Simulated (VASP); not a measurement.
Write the native input for VASP 6.6.1 that does the following.

| Item | Value |
| --- | --- |
| Task | single point |
| Functional | BLYP |
| Potentials or basis | VASP PAW PBE potentials, release 64 (Cd, Te) |
| Cutoff | 520 eV |
| k mesh | 6 × 6 × 6 |
| Occupations | gaussian, width 0.05 eV |
| Spin | no spin polarisation |
| Dipole correction | no |
| Further INCAR settings | ALGO = Normal; EDIFF = 1e-06; NBANDS = 16 |

The structure of CdTe lies in POSCAR:

```
CdTe
1.0
    0.0000000000      3.4038677913      3.4038677913
    3.4038677913      0.0000000000      3.4038677913
    3.4038677913      3.4038677913      0.0000000000
Cd Te
1 1
Direct
    0.0000000000      0.0000000000      0.0000000000
    0.2500000000      0.2500000000      0.2500000000
```

This cell differs from its parent crystal: volume scaled by 1.02.

One way to write it, as run:

INCAR

```
SYSTEM = CdTe
  PREC = Accurate
  ENCUT = 520
  EDIFF = 1E-6
  ISMEAR = 0
  SIGMA = 0.05
  LREAL = .FALSE.
  LASPH = .TRUE.
  NELM = 100
  ALGO = Normal
  ISIF = 2
  LWAVE = .FALSE.
  LCHARG = .TRUE.
  GGA = B5
  ALDAX = 1.0
  AGGAX = 1.0
  AGGAC = 1.0
  ALDAC = 0.0
  LELF = .TRUE.
  LVHAR = .TRUE.
  NBANDS = 16
```

KPOINTS

```
Automatic mesh
0
G
  6 6 6
  0 0 0
```

Potentials or basis: VASP PAW PBE potentials, release 64 (Cd, Te).

Command:

```bash
$ cat potpaw_PBE.64/Cd/POTCAR potpaw_PBE.64/Te/POTCAR > POTCAR
$ mpirun -np 1 vasp_std > vasp.out
```

It gave:

* Pressure: -0.4 GPa
* Band gap on the k mesh: 0.26 eV, direct

Caveat: the PAW data sets were made with another functional, which shifts forces and pressure a little; spin-orbit coupling is left out, which moves the levels of the heavy elements.

It took 56 s on 1 thread of Intel Xeon 8259CL, with other jobs on the host, peak memory 0.21 GiB.
